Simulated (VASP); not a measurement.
Write the native input for VASP 6.6.1 that does the following.

| Item | Value |
| --- | --- |
| Task | single point |
| Functional | r2SCAN |
| Potentials or basis | VASP PAW PBE potentials, release 64 (Al, N) |
| Cutoff | 520 eV |
| k mesh | 8 × 8 × 8 |
| Occupations | gaussian, width 0.01 eV |
| Spin | no spin polarisation |
| Dipole correction | no |
| Further INCAR settings | ALGO = Normal; EDIFF = 1e-06; NBANDS = 11 |

Crystal: AlN.

```
Al N
1.0
     0.00000    2.15328    2.15328
     2.15328    0.00000    2.15328
     2.15328    2.15328    0.00000
Al N
1 1
Direct
  0.00000 0.00000 0.00000
  0.75000 0.75000 0.75000
```

The input as run:

POSCAR

```
AlN
1.0
    0.0000000000      2.1532760480      2.1532760480
    2.1532760480      0.0000000000      2.1532760480
    2.1532760480      2.1532760480      0.0000000000
Al N
1 1
Direct
    0.0000000000      0.0000000000      0.0000000000
    0.7500000000      0.7500000000      0.7500000000
```

INCAR.step1

```
SYSTEM = AlN
  PREC = Accurate
  ENCUT = 520
  ISMEAR = 0
  SIGMA = 0.01
  LREAL = .FALSE.
  LASPH = .TRUE.
  NELM = 80
  NBANDS = 11
  GGA = PE
  ALGO = Normal
  EDIFF = 1E-4
  LWAVE = .TRUE.
  LCHARG = .FALSE.
```

INCAR.step2

```
SYSTEM = AlN
  PREC = Accurate
  ENCUT = 520
  EDIFF = 1E-6
  ISMEAR = 0
  SIGMA = 0.01
  LREAL = .FALSE.
  LASPH = .TRUE.
  NELM = 80
  ALGO = Normal
  ISIF = 2
  LWAVE = .FALSE.
  LCHARG = .TRUE.
  METAGGA = R2SCAN
  LMIXTAU = .TRUE.
  LELF = .TRUE.
  LVHAR = .TRUE.
  NBANDS = 11
  ISTART = 1
```

KPOINTS

```
Automatic mesh
0
G
  8 8 8
  0 0 0
```

Potentials or basis: VASP PAW PBE potentials, release 64 (Al, N).

Command:

```sh
$ cat potpaw_PBE.64/Al/POTCAR potpaw_PBE.64/N/POTCAR > POTCAR
$ cp INCAR.step1 INCAR
$ mpirun -np 1 vasp_std > vasp.out
$ cp INCAR.step2 INCAR
$ mpirun -np 1 vasp_std > vasp.out
```

It gave:

```json
{
  "Pressure": "9.6 GPa",
  "Band gap on the k mesh": "3.97 eV, indirect (least direct gap 5.30 eV)"
}
```

Caveat: the PAW data sets were made with another functional, which shifts forces and pressure a little.

It took 52 s on 1 thread of AMD EPYC 7R43 64-Core Processor (Zen 3) (shared host), peak memory 0.1 GiB.
